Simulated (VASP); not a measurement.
Set up this calculation in VASP 6.6.1, as the native input.

- Task: single point
- Functional: PBE
- Dispersion: D3(BJ)
- Potentials or basis: VASP PAW PBE potentials, release 64 (W_sv, S)
- Cutoff: 520 eV
- k mesh: 12 × 12 × 12
- Occupations: gaussian, width 0.05 eV
- Spin: no spin polarisation
- Dipole correction: no
- Further INCAR settings: ALGO = Normal; EDIFF = 1e-06; NBANDS = 20

The structure of WS2 lies in POSCAR:

```
WS2
1.0
    1.6259500000      0.9387426702      5.4597666667
   -1.6259500000      0.9387426702      5.4597666667
    0.0000000000     -1.8774853404      5.4597666667
W S
1 2
Direct
    0.9993440419      0.9993440419      0.9993440419
    0.7527816504      0.7527816504      0.7527816504
    0.5791743077      0.5791743077      0.5791743077
```

These files were run (other wordings do the same):

INCAR

```
  PREC = Accurate
  ENCUT = 520
  EDIFF = 1E-6
  ISMEAR = 0
  SIGMA = 0.05
  LREAL = F
  LASPH = T
  NELM = 100
  ALGO = Normal
  ISIF = 2
  LWAVE = F
  LCHARG = T
  GGA = PE
  IVDW = 12
  LELF = T
  LVHAR = T
  NBANDS = 20
```

KPOINTS

```
regular mesh
0
Gamma
  12 12 12
```

Potentials or basis: VASP PAW PBE potentials, release 64 (W_sv, S).

The run is started by

```console
$ cat potpaw_PBE.64/W_sv/POTCAR potpaw_PBE.64/S/POTCAR > POTCAR
$ mpirun -np 1 vasp_std > vasp.out
```

It gave:

The pressure is 9.4 GPa and the largest force is 2.379 eV/Å. The band gap on the k mesh is zero (bands 13 and 14 overlap by 0.46 eV). The dispersion energy per atom is -0.458 eV.

Caveat: the cell stands under pressure; spin-orbit coupling is left out, which moves the levels of the heavy elements; forces of over 1 eV/Å act on the atoms, so gaps and moduli don't describe the material at rest.

It took 15 min on 1 thread of Intel Xeon 8259CL, on a shared host, peak memory 0.45 GiB.
